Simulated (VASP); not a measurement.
# Pb: single point with PBE

Crystal: Pb.

```xyz
2
Lattice="2.8433 0.0000 0.0000 -1.4216 2.4624 0.0000 0.0000 0.0000 4.6346" Properties=species:S:1:pos:R:3 pbc="T T T"
Pb    0.0000    1.6416    1.1587
Pb    1.4216    0.8208    3.4760
```

| Quantity | Value |
| --- | --- |
| Program | VASP 6.6.1 |
| Task | single point |
| Functional | PBE |
| Potentials or basis | VASP PAW PBE potentials, release 64 (Pb_d) |
| Cutoff | 520 eV |
| k mesh | 15 × 15 × 9 |
| Occupations | fermi-dirac, width 0.08 eV |
| Spin | no spin polarisation |

The pressure is 139.8 GPa and the band gap on the k mesh is zero (band 14 reaches 25.84 eV, above the bottom of band 15 at 13.45 eV).

Levels at points of the mesh, in eV from the Fermi level:
| k point | band 11 | band 12 | band 13 | band 14 | band 15 | band 16 | band 17 | band 18 |
| --- | --- | --- | --- | --- | --- | --- | --- | --- |
| (0.00, 0.00, 0.00) | -17.72 | -8.98 | -8.80 | 8.39 | 9.31 | 9.31 | 9.97 | 10.17 |

Wall time 26 s on 1 thread of Intel(R) Xeon(R) 6975P-C (Granite Rapids) (shared host), peak memory 0.2 GiB.

Caveat: spin-orbit coupling is left out, which moves the levels of the heavy elements.
